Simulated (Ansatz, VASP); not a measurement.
WS2 in VASP and in Ansatz

File INCAR:

```
SYSTEM = WS2
PREC = Accurate
ENCUT = 520
EDIFF = 1E-7
ISMEAR = 0
SIGMA = 0.05
LREAL = .False.
LASPH = .True.
NELM = 150
ALGO = Normal
ISIF = 2
LWAVE = .False.
LCHARG = .False.
ISPIN = 2
MAGMOM = 0 0 0 0 0 0
LORBIT = 11
LMAXMIX = 4
LDAU = .True.
LDAUTYPE = 2
LDAUL = 2 -1
LDAUU = 6 0
LDAUJ = 0 0
LDAUPRINT = 1
NBANDS = 39
```

The input KPOINTS:

```
regular mesh
0
Gamma
  7 7 2
  0 0 0
```

POSCAR

```
WS2
1.0
    3.1799994900      0.0000000000      0.0000000000
   -1.5899997400      2.7539603400      0.0000000000
    0.0000000000      0.0000000000     12.4999993200
W S
2 4
Direct
    0.3333333333      0.6666666667      0.2500000000
    0.6666666667      0.3333333333      0.7500000000
    0.3333333333      0.6666666667      0.6200000000
    0.6666666667      0.3333333333      0.1200000000
    0.3333333333      0.6666666667      0.8800000000
    0.6666666667      0.3333333333      0.3800000000
```

Input for Ansatz:

```yaml
crystal:
  lattice:
    - [3.17999949, 0.0, 0.0]
    - [-1.58999974, 2.75396034, 0.0]
    - [0.0, 0.0, 12.49999932]
  atoms:
    - { symbol: W, position: [0.3333333333, 0.6666666667, 0.25], spin: 2.0 }
    - { symbol: W, position: [0.6666666667, 0.3333333333, 0.75], spin: -0.8 }
    - { symbol: S, position: [0.3333333333, 0.6666666667, 0.62] }
    - { symbol: S, position: [0.6666666667, 0.3333333333, 0.12] }
    - { symbol: S, position: [0.3333333333, 0.6666666667, 0.88] }
    - { symbol: S, position: [0.6666666667, 0.3333333333, 0.38] }
basis:
  ecutwfc: 420
  ecutrho_ratio: 4
kpoints:
  mp_grid: { grid: [7, 7, 2] }
hamiltonian:
  xc: lda
  hubbard:
    sites: [{ site: 0, l: d, u_eff: 6.0 }, { site: 1, l: d, u_eff: 6.0 }]
scf:
  occupations: { method: gaussian, width: 0.05 }
  lower_state_search: "off"
  max_iter: 150
output:
  forces: true
  stress: true
  eigenvalues: true
  populations: true
  hubbard: { sites: [{ site: 0, l: d }, { site: 1, l: d }] }
magnetization:
  spin_polarized: true
  spin_locking: { lock_spins: true, n_iters: 12 }
```

Alike in both runs: task single point; functional LDA; k mesh 7 × 7 × 2; occupations gaussian, width 0.05 eV; collinear spin; Hubbard terms W d U = 6.0 eV.

|  | VASP | Ansatz |
| --- | --- | --- |
| version | VASP 6.6.1 | Ansatz 0.2.0 |
| potentials or method | VASP PAW LDA potentials, release 64 (W_sv, S), cutoff 520 eV | scalar-relativistic, plane waves, PAW |
| valence electrons in the cell | 52 | 52 |

```csv
,VASP,Ansatz,Ansatz less VASP
gap on the k mesh at the Fermi level (eV),1.06,1.28,+0.226
least direct gap on the mesh (eV),2.20,1.98,-0.227
pressure (GPa),-6.4,-10.8,-4.44
"traceless stress, the component that is largest in VASP (GPa)",-3.05,-3.90,-0.848
rms of the force components (eV/Å),0.433,0.687,+0.2546
```

LDA's correlation is that of Perdew and Zunger in VASP and of Perdew and Wang (1992) in Ansatz. The programs project onto different local orbitals, so the same U acts differently, and such runs can settle in different states. Atom by atom the forces differ by 0.255 eV/Å (rms over components). Ansatz's warnings: seeded moment not kept, stress scf threshold loose.

Spin-orbit coupling is off throughout.
